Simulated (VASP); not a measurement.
Wanted: the native input for a VASP 6.6.1 run.

```yaml
Task: single point
Functional: r2SCAN
Dispersion: D4
Potentials_or_basis: VASP PAW PBE potentials, release 64 (Ni)
Cutoff: 520 eV
k_mesh: 17 × 17 × 17
Occupations: fermi-dirac, width 0.05 eV
Spin: collinear spin, ferromagnetic start
Starting_moments: "[1.5] μB"
Dipole_correction: no
Further_INCAR_settings: ALGO = Normal; EDIFF = 1e-06; NBANDS = 15
```

The system is Ni.

```xyz
1
Lattice="2.3883 0.0000 0.0000 -0.7961 2.2517 0.0000 -0.7961 -1.1259 1.9500" Properties=species:S:1:pos:R:3 pbc="T T T"
Ni    0.0000    0.0000    0.0000
```

This isn't the form of Ni at room conditions, which is fcc.

The input as run:

POSCAR

```
Ni
1.0
    2.3883080364     -0.0000000132     -0.0000000229
   -0.7961026663      2.2517184152     -0.0000000229
   -0.7961026663     -1.1258591745      1.9500453688
Ni
1
Direct
    0.0000000000      0.0000000000      0.0000000000
```

INCAR.step1

```
SYSTEM = Ni
  PREC = Accurate
  ENCUT = 520
  ISMEAR = -1
  SIGMA = 0.05
  LREAL = .False.
  LASPH = .True.
  NELM = 150
  ISPIN = 2
  MAGMOM = 1.5
  LMAXMIX = 4
  NBANDS = 15
  GGA = PE
  ALGO = Normal
  EDIFF = 1E-4
  LWAVE = .True.
  LCHARG = .False.
```

INCAR.step2

```
SYSTEM = Ni
  PREC = Accurate
  ENCUT = 520
  EDIFF = 1E-6
  ISMEAR = -1
  SIGMA = 0.05
  LREAL = .False.
  LASPH = .True.
  NELM = 150
  ALGO = Normal
  ISIF = 2
  LWAVE = .False.
  LCHARG = .True.
  ISPIN = 2
  MAGMOM = 1.5
  LORBIT = 11
  LMAXMIX = 4
  METAGGA = R2SCAN
  LMIXTAU = .True.
  IVDW = 13
  VDW_S6 = 1.0
  VDW_S8 = 0.6018749
  VDW_A1 = 0.51559235
  VDW_A2 = 5.77342911
  LELF = .True.
  LVHAR = .True.
  NBANDS = 15
  ISTART = 1
```

KPOINTS

```
Automatic mesh
0
Gamma
  17 17 17
  0 0 0
```

Potentials or basis: VASP PAW PBE potentials, release 64 (Ni).

Run with:

```bash
$ cat potpaw_PBE.64/Ni/POTCAR > POTCAR
$ cp INCAR.step1 INCAR
$ mpirun -np 1 vasp_std > vasp.out
$ cp INCAR.step2 INCAR
$ mpirun -np 1 vasp_std > vasp.out
```

Results of the run:

The pressure is 0.4 GPa and the net moment is 0.64 μB per cell. The site moments are Ni +0.66 μB and the valence electrons inside the program's atomic spheres are Ni 9.42. The dispersion energy per atom is -0.161 eV.

Caveat: the PAW data sets were made with another functional, which shifts forces and pressure a little.

Wall time 84 s on 1 thread of Intel(R) Xeon(R) 6975P-C (Granite Rapids) (shared host), peak memory 0.15 GiB.
